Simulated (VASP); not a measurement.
# CdH2O2 (P3m1) in VASP: further runs, part 2 of 2

VASP 6.6.1. Earlier steps stand in the parts before.

## 3. Single point, PBEsol

This run uses another cell than the first one, of 10.78 Å³/atom, 0.888 times its volume.

Contents of INCAR:

```
  ALGO = Normal
  EDIFF = 1E-6
  ENCUT = 600
  GGA = PS
  GGA_COMPAT = F
  ISIF = 2
  ISMEAR = 0
  LASPH = T
  LCHARG = F
  LREAL = F
  LWAVE = F
  NBANDS = 25
  NELM = 120
  PREC = Accurate
  SIGMA = 0.01
```

Contents of KPOINTS:

```
k-points
0
Gamma
  6 6 4
```

Contents of POSCAR:

```
CdH2O2
1.0
    3.7747257298      0.0000000000      0.0000000000
   -1.8873628649      3.2690067366      0.0000000000
    0.0000000000      0.0000000000      4.3660976580
Cd H O
1 2 2
Direct
    0.3333333333      0.6666666667      0.9873000000
    0.0000000000      0.0000000000      0.0080800000
    0.6666666667      0.3333333333      0.4318900000
    0.0000000000      0.0000000000      0.7861900000
    0.6666666667      0.3333333333      0.2118900000
```

Potentials or basis: VASP PAW PBE potentials, release 64 (Cd_sv_GW, H, O).

Run with:

```bash
$ cat potpaw_PBE.64/Cd_sv_GW/POTCAR potpaw_PBE.64/H/POTCAR potpaw_PBE.64/O/POTCAR > POTCAR
$ mpirun -np 1 vasp_std > vasp.out
```

OUTCAR:

```text
EDIFF = 1E-6
   ENCUT = 600
   GGA = PS
   ISIF = 2
   ISMEAR = 0
   LASPH = T
   LREAL = F
   NELM = 120
   PREC = Accurate

 ion  position               nearest neighbor table
   1  0.333  0.667  0.987-
   2  0.000  0.000  0.008-   4 0.97
   3  0.667  0.333  0.432-   5 0.96
   4  0.000  0.000  0.786-   2 0.97
   5  0.667  0.333  0.212-   3 0.96

  LATTYP: Found a hexagonal cell.
 ALAT       =     3.7747257298
 C/A-ratio  =     1.1566661979

  Lattice vectors:

 A1 = (   3.7747257298,   0.0000000000,   0.0000000000)
 A2 = (  -1.8873628649,   3.2690067366,   0.0000000000)
 A3 = (   0.0000000000,   0.0000000000,   4.3660976580)

Analysis of symmetry for initial positions (statically):
=====================================================================
 Subroutine PRICEL returns:
 Original cell was already a primitive cell.

 Routine SETGRP: Setting up the symmetry group for a
 hexagonal supercell.

 Subroutine GETGRP returns: Found  6 space group operations
 (whereof  6 operations were pure point group operations)
 out of a pool of 24 trial point group operations.

The static configuration has the point symmetry C_3v.

Analysis of symmetry for dynamics (positions and initial velocities):
=====================================================================
 Subroutine PRICEL returns:
 Original cell was already a primitive cell.

 Routine SETGRP: Setting up the symmetry group for a
 hexagonal supercell.

 Subroutine GETGRP returns: Found  6 space group operations
 (whereof  6 operations were pure point group operations)
 out of a pool of 24 trial point group operations.

The dynamic configuration has the point symmetry C_3v.

 Subroutine INISYM returns: Found  6 space group operations
 (whereof  6 operations are pure point group operations),
 and found     1 'primitive' translations

----------------------------------------------------------------------------------------

                                     Primitive cell

  volume of cell :      53.8759

  direct lattice vectors                    reciprocal lattice vectors
     3.774725730  0.000000000  0.000000000     0.264919910  0.152951658  0.000000000
    -1.887362865  3.269006737  0.000000000     0.000000000  0.305903316  0.000000000
     0.000000000  0.000000000  4.366097658     0.000000000  0.000000000  0.229037479

  length of vectors
     3.774725730  3.774724311  4.366097658     0.305903201  0.305903316  0.229037479

  position of ions in fractional coordinates (direct lattice)
     0.333333333  0.666666667  0.987300000
     0.000000000  0.000000000  0.008080000
     0.666666667  0.333333333  0.431890000
     0.000000000  0.000000000  0.786190000
     0.666666667  0.333333333  0.211890000

  ion indices of the primitive-cell ions
   primitive index   ion index
                 1           1
                 2           2
                 3           3
                 4           4
                 5           5

----------------------------------------------------------------------------------------

 KPOINTS: k-points

Automatic generation of k-mesh.
 Grid dimensions read from file:
 generate k-points for:    6    6    4

 Generating k-lattice:

  Cartesian coordinates                     Fractional coordinates (reciprocal lattice)
     0.044153318  0.025491943  0.000000000     0.166666667  0.000000000  0.000000000
     0.000000000  0.050983886  0.000000000     0.000000000  0.166666667  0.000000000
     0.000000000  0.000000000  0.057259370     0.000000000  0.000000000  0.250000000

  Length of vectors
     0.050983867  0.050983886  0.057259370

  Shift w.r.t. Gamma in fractional coordinates (k-lattice)
     0.000000000  0.000000000  0.000000000

 Subroutine IBZKPT returns following result:
 ===========================================

 Found     24 irreducible k-points:

 Following reciprocal coordinates:
            Coordinates               Weight
  0.000000  0.000000  0.000000      1.000000
  0.166667 -0.000000  0.000000      6.000000
  0.333333 -0.000000  0.000000      6.000000
  0.500000 -0.000000  0.000000      3.000000
  0.166667  0.166667  0.000000      6.000000
  0.333333  0.166667  0.000000     12.000000
[... 16 lines left out ...]
  0.333333  0.166667  0.500000     12.000000
  0.333333  0.333333  0.500000      2.000000
   k-points           NKPTS =     24   k-points in BZ     NKDIM =     24   number of bands    NBANDS=     25
   number of dos      NEDOS =    301   number of ions     NIONS =      5
   total plane-waves  NPLWV =  32400
   dimension x,y,z NGX =    30 NGY =   30 NGZ =   36
   dimension x,y,z NGXF=    60 NGYF=   60 NGZF=   72
   ions per type =               1   2   2
   NGX,Y,Z   is equivalent  to a cutoff of  13.21, 13.21, 13.71 a.u.
   NGXF,Y,Z  is equivalent  to a cutoff of  26.43, 26.43, 27.42 a.u.
 SYSTEM =  unknown system
   PREC   = accura    normal or accurate (medium, high low for compatibility)
   ISTART =      0    job   : 0-new  1-cont  2-samecut
   ICHARG =      2    charge: 1-file 2-atom 10-const
   ISPIN  =      1    spin polarized calculation?
   LNONCOLLINEAR =      F non collinear calculations
   LSORBIT =      F    spin-orbit coupling
   LASPH  =      T    aspherical Exc in radial PAW
   ENCUT  =  600.0 eV  44.10 Ry    6.64 a.u.   7.54  7.54  8.72*2*pi/ulx,y,z
   NELM   =    120;   NELMIN=  2; NELMDL= -5     # of ELM steps
   EDIFF  = 0.1E-05   stopping-criterion for ELM
   LREAL  =      F    real-space projection
   EDIFFG = 0.1E-04   stopping-criterion for IOM
   NSW    =      0    number of steps for IOM
   IBRION =     -1    ionic relax: 0-MD 1-quasi-New 2-CG
   NFREE  =      0    steps in history (QN), initial steepest desc. (CG)
   ISIF   =      2    stress and relaxation
   ISYM   =      2    0-nonsym 1-usesym 2-fastsym
   POTIM  = 0.5000    time-step for ionic-motion
   TEBEG  =    0.0;   TEEND  =   0.0 temperature during run
   PSTRESS=    0.0 pullay stress
   NELECT =      34.0000    total number of electrons
   NUPDOWN=      -1.0000    fix difference up-down
   EMIN   =  10.00;   EMAX   =-10.00  energy-range for DOS
   EFERMI =   0.00;   METHOD = LEGACY
   ISMEAR =     0;   SIGMA  =   0.01  broadening in eV -4-tet -1-fermi 0-gaus
   EFERMI_NEDOS =   21; number of points for ismear=-14 and -15
   IALGO  =     38    algorithm
   IMIX   =      4    mixing-type and parameters
     AMIX     =   0.40;   BMIX     =  1.00
     AMIX_MAG =   1.60;   BMIX_MAG =  1.00
  volume/ion in A,a.u.               =      10.78        72.71
  Fermi-wavevector in a.u.,A,eV,Ry     =   1.404224  2.653598 26.828563  1.971844
  Thomas-Fermi vector in A             =   2.526807
   LORBIT       =      0    0 simple, 1 ext, 2 COOP (PROOUT), +10 PAW based schemes
   GGA     = PS    functional components
   LHFCALC =     F    Hartree Fock is set to
   AEXX    =    0.0000 exact exchange contribution
   IVDW    =     0    specifies the selected vdW correction
   LEPSILON=     F    determine dielectric tensor
   LRPA    =     F    only Hartree local field effects (RPA)
 non-spin polarized calculation
 Gauss-broadening in eV      SIGMA  =   0.01
  energy-cutoff  :      600.00
  volume of cell :       53.88
 maximum number of plane-waves:      1815
   NGX = 15   NGY = 15   NGZ = 17

 number of electron      34.0000023 magnetization

 Free energy of the ion-electron system (eV)
  ---------------------------------------------------
  ext. energy  EPLUGINS =         0.00000000
  ---------------------------------------------------
  free energy    TOTEN  =       -22.65657068 eV

  energy without entropy =      -22.65657068  energy(sigma->0) =      -22.65657068

 E-fermi :   0.9904     XC(G=0):  -9.8051

 val. band max:        0.7833541839   @ k =   0.5000  -0.0000   0.0000
 cond. band min:       2.0310612524   @ k =   0.0000   0.0000   0.0000
 fundamental gap:      1.2477070685
 Fermi energy:         0.9903676793

 k-point     1 :       0.0000    0.0000    0.0000
  band No.  band energies     occupation
      1     -99.3030      2.00000
      2     -60.4721      2.00000
      3     -60.3932      2.00000
      4     -60.3932      2.00000
      5     -17.7998      2.00000
      6     -16.6296      2.00000
[... 661 lines left out ...]
     24      15.8229      0.00000
     25      16.5262      0.00000

------------------------ aborting loop because EDIFF is reached ----------------------------------------

  FORCE on cell =-STRESS in cart. coord.  units (eV):
  Direction    XX          YY          ZZ          XY          YZ          ZX
  --------------------------------------------------------------------------------------
  -------------------------------------------------------------------------------------
  Total       -0.7794049     -0.7794041      1.4068586      0.0000000      0.0000000      0.0000000
  in kB      -23.1781636    -23.1781404     41.8375612      0.0000000      0.0000000      0.0000000
  external PRESSURE =      -1.5062476 kB  Pullay stress =       0.0000000 kB

 VOLUME and BASIS-vectors are now :
 -----------------------------------------------------------------------------
  energy-cutoff  :      600.00
  volume of cell :       53.88
      direct lattice vectors                 reciprocal lattice vectors
     3.774725730  0.000000000  0.000000000     0.264919910  0.152951658  0.000000000
    -1.887362865  3.269006737  0.000000000     0.000000000  0.305903316  0.000000000
     0.000000000  0.000000000  4.366097658     0.000000000  0.000000000  0.229037479

 POSITION                                       TOTAL-FORCE (eV/Angst)
 -----------------------------------------------------------------------------------
     -0.00000      2.17934      4.31065         0.000000     -0.000000     -0.067117
      0.00000      0.00000      0.03528         0.000000     -0.000000      1.030136
      1.88736      1.08967      1.88567         0.000000     -0.000000      1.001186
      0.00000      0.00000      3.43258        -0.000000      0.000000     -0.809228
      1.88736      1.08967      0.92513         0.000000      0.000000     -1.154976
 -----------------------------------------------------------------------------------
    total drift:                                0.000001      0.000005     -0.002283

  FREE ENERGIE OF THE ION-ELECTRON SYSTEM (eV)
  ---------------------------------------------------
  free  energy   TOTEN  =       -22.6565706760 eV

  energy  without entropy=      -22.6565706760  energy(sigma->0) =      -22.65657068
```

OSZICAR:

```text
N       E                     dE             d eps       ncg     rms          rms(c)
DAV:   1     0.537856789944E+03    0.53786E+03   -0.21631E+04  1384   0.177E+03
DAV:   2     0.280273226022E+02   -0.50983E+03   -0.45471E+03  1204   0.603E+02
DAV:   3    -0.238540901024E+02   -0.51881E+02   -0.50869E+02  1830   0.214E+02
DAV:   4    -0.259646511549E+02   -0.21106E+01   -0.21061E+01  1527   0.477E+01
DAV:   5    -0.260606359416E+02   -0.95985E-01   -0.95958E-01  1814   0.941E+00    0.152E+01
DAV:   6    -0.226986206822E+02    0.33620E+01   -0.77263E+00  1697   0.636E+01    0.140E+01
DAV:   7    -0.227123551731E+02   -0.13734E-01   -0.11446E+00  1300   0.970E+00    0.936E+00
DAV:   8    -0.226892803477E+02    0.23075E-01   -0.43619E-01  1871   0.982E+00    0.179E+00
DAV:   9    -0.226566999930E+02    0.32580E-01   -0.68657E-02  1838   0.550E+00    0.413E-01
DAV:  10    -0.226564114261E+02    0.28857E-03   -0.12817E-02  1578   0.111E+00    0.138E-01
DAV:  11    -0.226565565362E+02   -0.14511E-03   -0.43333E-04  1659   0.167E-01    0.295E-02
DAV:  12    -0.226565633601E+02   -0.68240E-05   -0.20710E-05  1917   0.949E-02    0.220E-02
DAV:  13    -0.226565704056E+02   -0.70455E-05   -0.14465E-05  1631   0.404E-02    0.296E-03
DAV:  14    -0.226565706760E+02   -0.27038E-06   -0.67358E-07  1186   0.970E-03
   1 F= -.22656571E+02 E0= -.22656571E+02  d E =0.000000E+00
```

stdout:

```text
POSCAR found type information on POSCAR CdH O
 POSCAR found :  3 types and       5 ions
 scaLAPACK will be used
 -----------------------------------------------------------------------------
|                                                                             |
|                                                                             |
|     You enforced a specific xc type in the INCAR file but a different       |
|     I HOPE YOU KNOW WHAT YOU ARE DOING!                                     |
|                                                                             |
 -----------------------------------------------------------------------------

 LDA part: xc-table for (Slater+PW92), standard interpolation
 POSCAR, INCAR and KPOINTS ok, starting setup
 FFT: planning ... GRIDC
 FFT: planning ... GRID_SOFT
 FFT: planning ... GRID
 WAVECAR not read
 entering main loop
```

Wall time 40 s (1 thread of Intel Xeon Platinum 8375C at 2.90GHz (Ice Lake), shared host); peak memory 0.21 GiB.

What came out:

| Quantity | Value |
| --- | --- |
| Free energy | -22.6566 eV |
| Pressure | -0.2 GPa |
| Largest force | 1.155 eV/Å |
| Band gap on the k mesh | 1.25 eV, indirect (least direct gap 1.78 eV) |

Forces on the atoms (eV/Å):
```
Cd   0.000  0.000 -0.067
H    0.000  0.000  1.030
H    0.000  0.000  1.001
O    0.000  0.000 -0.809
O    0.000  0.000 -1.155
```

Caveat: the PAW data sets were made with another functional, which shifts forces and pressure a little. A hybrid or GW would open this gap; PBEsol tends to underestimate it.

## 4. Single point, PBEsol

This run uses another cell than the first one, of 11.46 Å³/atom, 0.944 times its volume.

Contents of INCAR:

```
ALGO = Normal
EDIFF = 1E-6
ENCUT = 600
GGA = PS
GGA_COMPAT = F
ISIF = 2
ISMEAR = 0
LASPH = T
LCHARG = F
LREAL = F
LWAVE = F
NBANDS = 25
NELM = 120
PREC = Accurate
SIGMA = 0.01
```

KPOINTS is that of step 3.

Changes to POSCAR since step 3:

```diff
@@ -2,5 +2,5 @@
 1.0
-    3.7747257298      0.0000000000      0.0000000000
-   -1.8873628649      3.2690067366      0.0000000000
-    0.0000000000      0.0000000000      4.3660976580
+    3.8525769708      0.0000000000      0.0000000000
+   -1.9262884854      3.3364278552      0.0000000000
+    0.0000000000      0.0000000000      4.4561455569
 Cd H O
```

Run with:

```bash
$ cat potpaw_PBE.64/Cd_sv_GW/POTCAR potpaw_PBE.64/H/POTCAR potpaw_PBE.64/O/POTCAR > POTCAR
$ mpirun -np 1 vasp_std > vasp.out
```

Run time: 41 s. Hardware: 1 thread of Intel Xeon Platinum 8259CL at 2.50GHz (Skylake/Cascade Lake), shared host; peak memory 0.22 GiB.

Results (log left out):

- Free energy: -22.6072 eV
- Pressure: -5.3 GPa
- Largest force: 0.452 eV/Å
- Band gap on the k mesh: 1.10 eV, indirect (least direct gap 1.63 eV)

Forces in eV/Å, atoms in the order of the input:
```
Cd   0.000  0.000 -0.041
H    0.000  0.000  0.146
H    0.000  0.000  0.010
O    0.000  0.000  0.337
O    0.000  0.000 -0.452
```

Stress tensor (GPa, compression positive):
```
-6.53  0.00  0.00
 0.00 -6.53  0.00
 0.00  0.00 -2.87
```

Levels at points of the mesh, in eV from the valence-band top:
```tsv
k point	band 14	band 15	band 16	band 17	band 18	band 19	band 20	band 21
(0.00, 0.00, 0.00)	-0.93	-0.93	-0.53	-0.53	1.10	6.07	9.91	10.65
(0.50, 0.00, 0.00)	-3.09	-2.26	-1.67	0.00	5.09	6.00	8.21	9.73
(0.00, 0.00, 0.50)	-1.05	-1.05	-0.38	-0.38	2.93	4.68	10.11	10.70
(0.50, 0.00, 0.50)	-2.43	-2.00	-1.55	-0.28	5.27	6.12	8.02	8.93
```

Caveat: the PAW data sets were made with another functional, which shifts forces and pressure a little.

## 5. Single point, PBEsol

This run uses another cell than the first one, of 11.80 Å³/atom, 0.972 times its volume.

Contents of INCAR:

```
PREC = Accurate
ENCUT = 600
EDIFF = 1E-6
ISMEAR = 0
SIGMA = 0.01
LREAL = F
LASPH = T
NELM = 120
ALGO = Normal
ISIF = 2
LWAVE = F
LCHARG = T
GGA = PS
LELF = T
LVHAR = T
NBANDS = 25
GGA_COMPAT = F
```

Contents of KPOINTS:

```
regular mesh
0
Gamma
  6 6 4
```

Changes to POSCAR since step 4:

```diff
@@ -2,5 +2,5 @@
 1.0
-    3.8525769708      0.0000000000      0.0000000000
-   -1.9262884854      3.3364278552      0.0000000000
-    0.0000000000      0.0000000000      4.4561455569
+    3.8903497420      0.0000000000      0.0000000000
+   -1.9451748710      3.3691400183      0.0000000000
+    0.0000000000      0.0000000000      4.4998360445
 Cd H O
```

Run with:

```bash
$ cat potpaw_PBE.64/Cd_sv_GW/POTCAR potpaw_PBE.64/H/POTCAR potpaw_PBE.64/O/POTCAR > POTCAR
$ mpirun -np 1 vasp_std > vasp.out
```

Wall time 60 s (1 thread of AMD EPYC 7R43 (Zen 3), shared host); peak memory 0.18 GiB.

Results (log left out):

* Free energy: -22.5453 eV
* Pressure: -7.3 GPa
* Largest force: 0.831 eV/Å
* Band gap on the k mesh: 1.03 eV, indirect (least direct gap 1.56 eV)

Forces in eV/Å, atoms in the order of the input:
```
Cd   0.000  0.000 -0.030
H    0.000  0.000 -0.242
H    0.000  0.000 -0.423
O    0.000  0.000  0.831
O    0.000  0.000 -0.137
```

Stress tensor (GPa, compression positive):
```
-8.13  0.00  0.00
 0.00 -8.13  0.00
 0.00  0.00 -5.73
```

Levels at points of the mesh, in eV from the valence-band top:
```csv
k point,band 14,band 15,band 16,band 17,band 18,band 19,band 20,band 21
"(0.00, 0.00, 0.00)",-0.87,-0.87,-0.53,-0.53,1.03,6.04,9.70,10.50
"(0.50, 0.00, 0.00)",-3.01,-2.15,-1.58,0.00,4.94,5.91,8.13,9.58
"(0.00, 0.00, 0.50)",-0.98,-0.98,-0.38,-0.38,2.79,4.64,9.97,10.55
"(0.50, 0.00, 0.50)",-2.37,-1.90,-1.47,-0.27,5.09,6.07,7.88,8.81
```

Caveat: the PAW data sets were made with another functional, which shifts forces and pressure a little.

## 6. Summary

```csv
potentials or basis,cell,cutoff (eV),second run,gap on the mesh (eV),pressure (GPa),largest force (eV/Å)
"VASP PAW PBE potentials, release 64 (Cd, H, O)","a = 3.927, b = 3.927, c = 4.543 Å, angles 90.0, 90.0, 120.0°, 5 atoms",520,-,0.96,-8.4,1.25
"VASP PAW PBE potentials, release 64 (Cd_sv_GW, H, O)","a = 3.775, b = 3.775, c = 4.366 Å, angles 90.0, 90.0, 120.0°, 5 atoms",600,valence_matched,1.25,-0.2,1.15
"VASP PAW PBE potentials, release 64 (Cd_sv_GW, H, O)","a = 3.853, b = 3.853, c = 4.456 Å, angles 90.0, 90.0, 120.0°, 5 atoms",600,valence_matched,1.10,-5.3,0.45
"VASP PAW PBE potentials, release 64 (Cd_sv_GW, H, O)","a = 3.890, b = 3.890, c = 4.500 Å, angles 90.0, 90.0, 120.0°, 5 atoms",600,valence_matched,1.03,-7.3,0.83
```

Alike in all rows: task single point; level PBEsol; no spin polarisation; k mesh 6 × 6 × 4; smearing gaussian 0.01 eV.

Caveats: the PAW data sets were made with another functional, which shifts forces and pressure a little.

Absolute energies hang on the potentials; compare differences alone.
